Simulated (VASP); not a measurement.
# Sn2TeO2 (Cmmm) in VASP: further runs

The runs below take Sn2TeO2 through single point, with PBE.

All numbers are computed with VASP 6.6.1; they aren't measurements. Logs are shortened: lines on timing, memory, paths and dates and some standing lists are left out, and cuts for length are marked.

## Step 1: The cell of the first run

It takes space group Cmmm (No. 65, orthorhombic). Conventional cell: a = 6.065 Å, b = 9.961 Å, c = 3.956 Å, α = 90.00°, β = 90.00°, γ = 90.00°. Within 3.2 Å of Sn (site symmetry m2m) lie 2 O at 2.45 Å and 1 Sn at 2.91 Å. Within 2.6 Å of Te (site symmetry mmm) lie 2 O at 1.98 Å. O (site symmetry mmm) has 2 Te at 1.98 Å within 2.6 Å. Within 3.2 Å of O (site symmetry mmm) lie 4 Sn at 2.45 Å and 2 O at 3.03 Å.

The cell was built from a structure type or drawn by symmetry, and may not be a known phase.

## Step 2: Single point, PBE

File INCAR:

```
SYSTEM = Sn2TeO2
ALGO = Normal ; EDIFF = 1E-7
ENCUT = 520 ; GGA = PE
ISIF = 2 ; ISMEAR = 0
LASPH = .True. ; LCHARG = .False.
LREAL = .False. ; LWAVE = .False.
NBANDS = 31 ; NELM = 60
PREC = Accurate ; SIGMA = 0.1
```

File KPOINTS:

```
k-points
0
Gamma
  4 4 4
  0 0 0
```

File POSCAR:

```
Sn2TeO2
1.0
    3.0325455604     -4.9804356004      0.0000000000
    3.0325455604      4.9804356004      0.0000000000
    0.0000000000      0.0000000000      3.9558677502
Sn Te O
2 1 2
Direct
    0.6459141296      0.3540858704      0.5000000000
    0.3540858704      0.6459141296      0.5000000000
    0.0000000000      0.0000000000      0.5000000000
    0.0000000000      0.0000000000      0.0000000000
    0.5000000000      0.5000000000      0.0000000000
```

Potentials or basis: VASP PAW PBE potentials, release 64 (Sn_d, Te, O).

On the command line:

```
cat potpaw_PBE.64/Sn_d/POTCAR potpaw_PBE.64/Te/POTCAR potpaw_PBE.64/O/POTCAR > POTCAR
mpirun -np 1 vasp_std > vasp.out
```

OUTCAR:

```text
SYSTEM = Sn2TeO2
   EDIFF = 1E-7
   ENCUT = 520
   GGA = PE
   ISIF = 2
   ISMEAR = 0
   LASPH = .True.
   LREAL = .False.
   NELM = 60
   PREC = Accurate

 ion  position               nearest neighbor table
   1  0.646  0.354  0.500-   5 2.45   5 2.45   2 2.91   3 3.36   3 3.36   3 3.53   2 3.67   2 3.67

   2  0.354  0.646  0.500-   5 2.45   5 2.45   1 2.91   3 3.36   3 3.36   3 3.53   1 3.67   1 3.67

   3  0.000  0.000  0.500-   4 1.98   4 1.98   1 3.36   2 3.36   1 3.36   2 3.36   1 3.53   2 3.53

   4  0.000  0.000  0.000-   3 1.98   3 1.98
   5  0.500  0.500  0.000-   1 2.45   2 2.45   1 2.45   2 2.45

  LATTYP: Found a base centered orthorhombic cell.
 ALAT       =     6.0650911208
 B/A-ratio  =     1.6423283678
 C/A-ratio  =     0.6522355017

  Lattice vectors:

 A1 = (   3.0325455604,  -4.9804356004,   0.0000000000)
 A2 = (   3.0325455604,   4.9804356004,   0.0000000000)
 A3 = (   0.0000000000,   0.0000000000,   3.9558677502)

Analysis of symmetry for initial positions (statically):
=====================================================================
 Subroutine PRICEL returns:
 Original cell was already a primitive cell.

 Routine SETGRP: Setting up the symmetry group for a
 base centered orthorhombic supercell.

 Subroutine GETGRP returns: Found  8 space group operations
 (whereof  8 operations were pure point group operations)
 out of a pool of  8 trial point group operations.

The static configuration has the point symmetry D_2h.

Analysis of symmetry for dynamics (positions and initial velocities):
=====================================================================
 Subroutine PRICEL returns:
 Original cell was already a primitive cell.

 Routine SETGRP: Setting up the symmetry group for a
 base centered orthorhombic supercell.

 Subroutine GETGRP returns: Found  8 space group operations
 (whereof  8 operations were pure point group operations)
 out of a pool of  8 trial point group operations.

The dynamic configuration has the point symmetry D_2h.

 Subroutine INISYM returns: Found  8 space group operations
 (whereof  8 operations are pure point group operations),
 and found     1 'primitive' translations

----------------------------------------------------------------------------------------

                                     Primitive cell

  volume of cell :     119.4941

[... 89 lines left out ...]
   NELM   =     60;   NELMIN=  2; NELMDL= -5     # of ELM steps
   EDIFF  = 0.1E-06   stopping-criterion for ELM
   LREAL  =      F    real-space projection
   EDIFFG = 0.1E-05   stopping-criterion for IOM
   NSW    =      0    number of steps for IOM
   IBRION =     -1    ionic relax: 0-MD 1-quasi-New 2-CG
   NFREE  =      0    steps in history (QN), initial steepest desc. (CG)
   ISIF   =      2    stress and relaxation
   ISYM   =      2    0-nonsym 1-usesym 2-fastsym
   POTIM  = 0.5000    time-step for ionic-motion
   TEBEG  =    0.0;   TEEND  =   0.0 temperature during run
   PSTRESS=    0.0 pullay stress
   NELECT =      46.0000    total number of electrons
   NUPDOWN=      -1.0000    fix difference up-down
   EMIN   =  10.00;   EMAX   =-10.00  energy-range for DOS
   EFERMI =   0.00;   METHOD = LEGACY
   ISMEAR =     0;   SIGMA  =   0.10  broadening in eV -4-tet -1-fermi 0-gaus
   EFERMI_NEDOS =   21; number of points for ismear=-14 and -15
   IALGO  =     38    algorithm
   IMIX   =      4    mixing-type and parameters
     AMIX     =   0.40;   BMIX     =  1.00
     AMIX_MAG =   1.60;   BMIX_MAG =  1.00
  volume/ion in A,a.u.               =      23.90       161.28
  Fermi-wavevector in a.u.,A,eV,Ry     =   1.190909  2.250492 19.296662  1.418265
  Thomas-Fermi vector in A             =   2.326983
   LORBIT       =      0    0 simple, 1 ext, 2 COOP (PROOUT), +10 PAW based schemes
   GGA     = PE    functional components
   LHFCALC =     F    Hartree Fock is set to
   AEXX    =    0.0000 exact exchange contribution
   IVDW    =     0    specifies the selected vdW correction
   LEPSILON=     F    determine dielectric tensor
   LRPA    =     F    only Hartree local field effects (RPA)
 non-spin polarized calculation
 Gauss-broadening in eV      SIGMA  =   0.10
  energy-cutoff  :      520.00
  volume of cell :      119.49
 maximum number of plane-waves:      3239
 NGX is ok and might be reduce to    48
   NGX = 21   NGY = 21   NGZ = 15

 number of electron      46.0000007 magnetization

 Free energy of the ion-electron system (eV)
  ---------------------------------------------------
  ext. energy  EPLUGINS =         0.00000000
  ---------------------------------------------------
  free energy    TOTEN  =       -22.31413283 eV

  energy without entropy =      -22.30759865  energy(sigma->0) =      -22.31086574

 E-fermi :   5.0998     XC(G=0):  -9.1912

 val. band max:        4.9753861338   @ k =   0.2500   0.0000   0.5000
 cond. band min:       5.1196474002   @ k =   0.5000   0.0000   0.2500
 fundamental gap:      0.1442612663
 Fermi energy:         5.0997803538

 k-point     1 :       0.0000    0.0000    0.0000
  band No.  band energies     occupation
      1     -16.6658      2.00000
      2     -16.5854      2.00000
      3     -16.5670      2.00000
      4     -16.5462      2.00000
      5     -16.5221      2.00000
      6     -16.5174      2.00000
[... 703 lines left out ...]
     30       9.7068      0.00000
     31      10.8885      0.00000

------------------------ aborting loop because EDIFF is reached ----------------------------------------

  FORCE on cell =-STRESS in cart. coord.  units (eV):
  Direction    XX          YY          ZZ          XY          YZ          ZX
  --------------------------------------------------------------------------------------
  -------------------------------------------------------------------------------------
  Total       -0.1152617     -0.0757782     -0.0552645     -0.0000000      0.0000000      0.0000000
  in kB       -1.5454290     -1.0160350     -0.7409862     -0.0000000      0.0000000      0.0000000
  external PRESSURE =      -1.1008167 kB  Pullay stress =       0.0000000 kB

 VOLUME and BASIS-vectors are now :
 -----------------------------------------------------------------------------
  energy-cutoff  :      520.00
  volume of cell :      119.49
      direct lattice vectors                 reciprocal lattice vectors
     3.032545560 -4.980435600  0.000000000     0.164877985 -0.100392825  0.000000000
     3.032545560  4.980435600  0.000000000     0.164877985  0.100392825  0.000000000
     0.000000000  0.000000000  3.955867750     0.000000000  0.000000000  0.252789037

 POSITION                                       TOTAL-FORCE (eV/Angst)
 -----------------------------------------------------------------------------------
      3.03255     -1.45343      1.97793        -0.000000      0.015373      0.000000
      3.03255      1.45343      1.97793        -0.000000     -0.015373     -0.000000
      0.00000      0.00000      1.97793         0.000000     -0.000000      0.000000
      0.00000      0.00000      0.00000         0.000000     -0.000000      0.000000
      3.03255      0.00000      0.00000        -0.000000     -0.000000      0.000000
 -----------------------------------------------------------------------------------
    total drift:                                0.000000     -0.000000      0.000000

  FREE ENERGIE OF THE ION-ELECTRON SYSTEM (eV)
  ---------------------------------------------------
  free  energy   TOTEN  =       -22.3141328306 eV

  energy  without entropy=      -22.3075986480  energy(sigma->0) =      -22.31086574
```

OSZICAR:

```text
N       E                     dE             d eps       ncg     rms          rms(c)
DAV:   1     0.461573588173E+03    0.46157E+03   -0.21610E+04  1380   0.186E+03
DAV:   2     0.461033480048E+02   -0.41547E+03   -0.39545E+03  1362   0.528E+02
DAV:   3    -0.234085371566E+02   -0.69512E+02   -0.66241E+02  1630   0.172E+02
DAV:   4    -0.271886206883E+02   -0.37801E+01   -0.37617E+01  1477   0.440E+01
DAV:   5    -0.273002744710E+02   -0.11165E+00   -0.11163E+00  1616   0.807E+00    0.194E+01
DAV:   6    -0.227174034283E+02    0.45829E+01   -0.24723E+01  1522   0.429E+01    0.104E+01
DAV:   7    -0.224073677480E+02    0.31004E+00   -0.53557E+00  1478   0.116E+01    0.764E+00
DAV:   8    -0.223437191603E+02    0.63649E-01   -0.58796E-01  1400   0.443E+00    0.447E+00
DAV:   9    -0.223147897212E+02    0.28929E-01   -0.19606E-01  1764   0.241E+00    0.448E-01
DAV:  10    -0.223132703126E+02    0.15194E-02   -0.25000E-02  1442   0.875E-01    0.607E-01
DAV:  11    -0.223141037032E+02   -0.83339E-03   -0.38210E-03  1675   0.387E-01    0.251E-01
DAV:  12    -0.223141432374E+02   -0.39534E-04   -0.91732E-04  1407   0.154E-01    0.101E-01
DAV:  13    -0.223141220272E+02    0.21210E-04   -0.14997E-04  1595   0.814E-02    0.253E-02
DAV:  14    -0.223141319135E+02   -0.98863E-05   -0.45785E-05  1461   0.349E-02    0.112E-02
DAV:  15    -0.223141326937E+02   -0.78024E-06   -0.12560E-05  1428   0.172E-02    0.130E-02
DAV:  16    -0.223141326417E+02    0.52001E-07   -0.16021E-06  1382   0.682E-03    0.674E-03
DAV:  17    -0.223141327826E+02   -0.14083E-06   -0.33022E-07  1295   0.302E-03    0.316E-03
DAV:  18    -0.223141328306E+02   -0.47979E-07   -0.41147E-08   889   0.120E-03
   1 F= -.22314133E+02 E0= -.22310866E+02  d E =-.653418E-02
```

stdout:

```text
POSCAR found type information on POSCAR SnTeO
 POSCAR found :  3 types and       5 ions
 scaLAPACK will be used
 LDA part: xc-table for (Slater+PW92), standard interpolation
 POSCAR, INCAR and KPOINTS ok, starting setup
 FFT: planning ... GRIDC
 FFT: planning ... GRID_SOFT
 FFT: planning ... GRID
 WAVECAR not read
 entering main loop
```

It took 2.7 min on 1 thread of Intel Xeon Platinum 8259CL at 2.50GHz (Skylake/Cascade Lake), shared host; peak memory 0.28 GiB.

What came out:

```
Free energy            : -22.3141 eV
Pressure               : -0.1 GPa
Largest force          : 0.015 eV/Å
Band gap on the k mesh : zero (bands 23 and 24 overlap by 1.58 eV)
```

Forces on the atoms (eV/Å):
```
Sn   0.000  0.015  0.000
Sn   0.000 -0.015  0.000
Te   0.000  0.000  0.000
O    0.000  0.000  0.000
O    0.000  0.000  0.000
```

Caveat: the k points lie up to 0.40 Å⁻¹ apart, too coarse for converged energies and pressures of a metal; spin-orbit coupling is left out, which moves the levels of the heavy elements.

## Step 3: Single point, PBE

This run uses another cell than the first one, of 25.44 Å³/atom.

File INCAR:

```
SYSTEM = Sn2TeO2
PREC = Accurate
ENCUT = 520
EDIFF = 1E-6
ISMEAR = 0
SIGMA = 0.1
LREAL = .False.
LASPH = .True.
NELM = 60
ALGO = Normal
ISIF = 2
LWAVE = .False.
LCHARG = .True.
GGA = PE
LELF = .True.
LVHAR = .True.
NBANDS = 31
```

File KPOINTS:

```
regular mesh
0
Gamma
  4 4 4
  0 0 0
```

File POSCAR:

```
Sn2TeO2
1.0
    3.3579808700     -4.3740771700      0.0000000000
    3.3579808700      4.3740771700      0.0000000000
    0.0000000000      0.0000000000      4.3306747900
Sn Te O
2 1 2
Direct
    0.6430911700      0.3569088300      0.5000000000
    0.3569088300      0.6430911700      0.5000000000
    0.0000000000      0.0000000000      0.5000000000
    0.0000000000      0.0000000000      0.0000000000
    0.5000000000      0.5000000000      0.0000000000
```

Potentials or basis: VASP PAW PBE potentials, release 64 (Sn_d, Te, O).

On the command line:

```
cat potpaw_PBE.64/Sn_d/POTCAR potpaw_PBE.64/Te/POTCAR potpaw_PBE.64/O/POTCAR > POTCAR
mpirun -np 1 vasp_std > vasp.out
```

OUTCAR:

```text
SYSTEM = Sn2TeO2
   PREC = Accurate
   ENCUT = 520
   EDIFF = 1E-6
   ISMEAR = 0
   LREAL = .False.
   LASPH = .True.
   NELM = 60
   ISIF = 2
   GGA = PE

 ion  position               nearest neighbor table
   1  0.643  0.357  0.500-   5 2.50   5 2.50   2 2.50   3 3.12   3 3.58   3 3.58
   2  0.357  0.643  0.500-   5 2.50   5 2.50   1 2.50   3 3.12   3 3.58   3 3.58
   3  0.000  0.000  0.500-   4 2.17   4 2.17   1 3.12   2 3.12   1 3.58   2 3.58   1 3.58   2 3.58

   4  0.000  0.000  0.000-   3 2.17   3 2.17
   5  0.500  0.500  0.000-   1 2.50   2 2.50   1 2.50   2 2.50

  LATTYP: Found a base centered orthorhombic cell.
 ALAT       =     6.7159617400
 B/A-ratio  =     1.3025914498
 C/A-ratio  =     0.6448331539

  Lattice vectors:

 A1 = (   3.3579808700,  -4.3740771700,   0.0000000000)
 A2 = (   3.3579808700,   4.3740771700,   0.0000000000)
 A3 = (   0.0000000000,   0.0000000000,   4.3306747900)

Analysis of symmetry for initial positions (statically):
=====================================================================
 Subroutine PRICEL returns:
 Original cell was already a primitive cell.

 Routine SETGRP: Setting up the symmetry group for a
 base centered orthorhombic supercell.

 Subroutine GETGRP returns: Found  8 space group operations
 (whereof  8 operations were pure point group operations)
 out of a pool of  8 trial point group operations.

The static configuration has the point symmetry D_2h.

Analysis of symmetry for dynamics (positions and initial velocities):
=====================================================================
 Subroutine PRICEL returns:
 Original cell was already a primitive cell.

 Routine SETGRP: Setting up the symmetry group for a
 base centered orthorhombic supercell.

 Subroutine GETGRP returns: Found  8 space group operations
 (whereof  8 operations were pure point group operations)
 out of a pool of  8 trial point group operations.

[... 122 lines left out ...]
     AMIX_MAG =   1.60;   BMIX_MAG =  1.00
  volume/ion in A,a.u.               =      25.44       171.70
  Fermi-wavevector in a.u.,A,eV,Ry     =   1.166301  2.203990 18.507438  1.360258
  Thomas-Fermi vector in A             =   2.302816
   LORBIT       =      0    0 simple, 1 ext, 2 COOP (PROOUT), +10 PAW based schemes
   GGA     = PE    functional components
   LHFCALC =     F    Hartree Fock is set to
   AEXX    =    0.0000 exact exchange contribution
   IVDW    =     0    specifies the selected vdW correction
   LEPSILON=     F    determine dielectric tensor
   LRPA    =     F    only Hartree local field effects (RPA)
 non-spin polarized calculation
 Gauss-broadening in eV      SIGMA  =   0.10
  energy-cutoff  :      520.00
  volume of cell :      127.22
 maximum number of plane-waves:      3456
 NGX is ok and might be reduce to    42
   NGX = 21   NGY = 21   NGZ = 17

 number of electron      46.0000022 magnetization

 Free energy of the ion-electron system (eV)
  ---------------------------------------------------
  ext. energy  EPLUGINS =         0.00000000
  ---------------------------------------------------
  free energy    TOTEN  =       -21.15547331 eV

  energy without entropy =      -21.15020285  energy(sigma->0) =      -21.15283808

 E-fermi :   4.2669     XC(G=0):  -8.8357

 val. band max:        4.1401515879   @ k =   0.5000   0.5000   0.5000
 cond. band min:       4.2952113560   @ k =   0.2500   0.2500   0.2500
 fundamental gap:      0.1550597681
 Fermi energy:         4.2668703937

 k-point     1 :       0.0000    0.0000    0.0000
  band No.  band energies     occupation
      1     -17.8970      2.00000
      2     -17.5772      2.00000
      3     -17.5511      2.00000
      4     -17.4543      2.00000
      5     -17.4079      2.00000
      6     -17.3739      2.00000
[... 703 lines left out ...]
     30      10.2395      0.00000
     31      12.0388      0.00000

------------------------ aborting loop because EDIFF is reached ----------------------------------------

  FORCE on cell =-STRESS in cart. coord.  units (eV):
  Direction    XX          YY          ZZ          XY          YZ          ZX
  --------------------------------------------------------------------------------------
  -------------------------------------------------------------------------------------
  Total       -1.5561943      8.4674607    -12.4116855     -0.0000000      0.0000000      0.0000000
  in kB      -19.5985611    106.6383815   -156.3115674     -0.0000000      0.0000000      0.0000000
  external PRESSURE =     -23.0905823 kB  Pullay stress =       0.0000000 kB

 VOLUME and BASIS-vectors are now :
 -----------------------------------------------------------------------------
  energy-cutoff  :      520.00
  volume of cell :      127.22
      direct lattice vectors                 reciprocal lattice vectors
     3.357980870 -4.374077170  0.000000000     0.148899002 -0.114309826  0.000000000
     3.357980870  4.374077170  0.000000000     0.148899002  0.114309826  0.000000000
     0.000000000  0.000000000  4.330674790     0.000000000  0.000000000  0.230910897

 POSITION                                       TOTAL-FORCE (eV/Angst)
 -----------------------------------------------------------------------------------
      3.35798     -1.25178      2.16534        -0.000000     -2.863682      0.000000
      3.35798      1.25178      2.16534        -0.000000      2.863682     -0.000000
      0.00000      0.00000      2.16534        -0.000000      0.000000      0.000000
      0.00000      0.00000      0.00000        -0.000000      0.000000      0.000000
      3.35798      0.00000      0.00000         0.000000      0.000000      0.000000
 -----------------------------------------------------------------------------------
    total drift:                               -0.000000     -0.000000      0.000000

  FREE ENERGIE OF THE ION-ELECTRON SYSTEM (eV)
  ---------------------------------------------------
  free  energy   TOTEN  =       -21.1554733102 eV

  energy  without entropy=      -21.1502028525  energy(sigma->0) =      -21.15283808
```

OSZICAR:

```text
N       E                     dE             d eps       ncg     rms          rms(c)
DAV:   1     0.463674750282E+03    0.46367E+03   -0.21615E+04  1344   0.183E+03
DAV:   2     0.505725991346E+02   -0.41310E+03   -0.39427E+03  1370   0.511E+02
DAV:   3    -0.222959711031E+02   -0.72869E+02   -0.69447E+02  1612   0.173E+02
DAV:   4    -0.264197169205E+02   -0.41237E+01   -0.40977E+01  1479   0.462E+01
DAV:   5    -0.265357530035E+02   -0.11604E+00   -0.11601E+00  1585   0.821E+00    0.161E+01
DAV:   6    -0.220778756952E+02    0.44579E+01   -0.29919E+01  1693   0.442E+01    0.112E+01
DAV:   7    -0.212845493995E+02    0.79333E+00   -0.71812E+00  1569   0.129E+01    0.675E+00
DAV:   8    -0.211905048119E+02    0.94045E-01   -0.67331E-01  1556   0.466E+00    0.455E+00
DAV:   9    -0.211695566696E+02    0.20948E-01   -0.38685E-01  1832   0.290E+00    0.102E+00
DAV:  10    -0.211538094102E+02    0.15747E-01   -0.12699E-01  1498   0.173E+00    0.106E+00
DAV:  11    -0.211567426404E+02   -0.29332E-02   -0.14350E-02  1630   0.717E-01    0.403E-01
DAV:  12    -0.211554110402E+02    0.13316E-02   -0.66313E-03  1673   0.460E-01    0.723E-02
DAV:  13    -0.211554781467E+02   -0.67106E-04   -0.78830E-04  1529   0.154E-01    0.524E-02
DAV:  14    -0.211554702566E+02    0.78901E-05   -0.86305E-05  1692   0.541E-02    0.107E-02
DAV:  15    -0.211554720693E+02   -0.18128E-05   -0.10188E-05  1525   0.166E-02    0.113E-02
DAV:  16    -0.211554735081E+02   -0.14388E-05   -0.64328E-06  1274   0.121E-02    0.750E-03
DAV:  17    -0.211554733102E+02    0.19794E-06   -0.11912E-06  1089   0.650E-03
   1 F= -.21155473E+02 E0= -.21152838E+02  d E =-.527046E-02
```

Wall time 2.6 min (1 thread of Intel Xeon Platinum 8259CL at 2.50GHz (Skylake/Cascade Lake), shared host); peak memory 0.26 GiB.

Results:

```yaml
Free_energy: -21.1555 eV
Pressure: -2.3 GPa
Largest_force: 2.864 eV/Å
Band_gap_on_the_k_mesh: zero (bands 23 and 24 overlap by 1.13 eV)
```

Forces in eV/Å, atoms in the order of the input:
```
Sn   0.000 -2.864  0.000
Sn   0.000  2.864  0.000
Te   0.000  0.000  0.000
O    0.000  0.000  0.000
O    0.000  0.000  0.000
```

Caveat: the k points lie up to 0.36 Å⁻¹ apart, too coarse for converged energies and pressures of a metal; spin-orbit coupling is left out, which moves the levels of the heavy elements; forces of over 1 eV/Å act on the atoms, so gaps and moduli don't describe the material at rest.
